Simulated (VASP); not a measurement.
Input of a VASP 6.6.1 run:

INCAR

```
ALGO = Normal
EDIFF = 1E-6
EDIFFG = -0.002
ENCUT = 600
IBRION = 2
ISIF = 3
ISMEAR = -1
LASPH = T
LCHARG = F
LREAL = F
LWAVE = F
NELM = 60
NSW = 100
PREC = Accurate
PSTRESS = 10.0
SIGMA = 0.1
```

Contents of KPOINTS:

```
k-points
0
Gamma
  22 22 22
```

File POSCAR:

```
Li
1.0
    0.0000000000      2.1161138928      2.1161138928
    2.1161138928      0.0000000000      2.1161138928
    2.1161138928      2.1161138928      0.0000000000
Li
1
Direct
    0.0000000000      0.0000000000      0.0000000000
```

Potentials or basis: VASP PAW LDA potentials, release 64 (Li_sv).

Launch:

```bash
$ cat potpaw_LDA.64/Li_sv/POTCAR > POTCAR
$ mpirun -np 1 vasp_std > vasp.out
```

Q: What does it give for the space group after relaxing (to 0.1 Å)?

A: Fm-3m (No. 225).

Q: Predict the relaxed cell.

A: a = 2.923 Å, b = 2.923 Å, c = 2.923 Å, α = 60.00°, β = 60.00°, γ = 60.00°.

Q: What does it give for the relaxed volume?

A: 17.65 Å³/atom.

Final structure:
```yaml
crystal:
  lattice:
    - [0.00000, 2.06662, 2.06662]
    - [2.06662, 0.00000, 2.06662]
    - [2.06662, 2.06662, 0.00000]
  atoms:
    - { symbol: Li, position: [0.00000, 0.00000, 0.00000] }
```

Caveat: the cutoff is under 1.25 times the usual one of these potentials, so pressure, stress and relaxed cells hold a basis-set (Pulay) error; the cell is relaxed towards a set pressure, so the run minimises the enthalpy, not the energy. LDA usually gives volumes a few per cent too small.
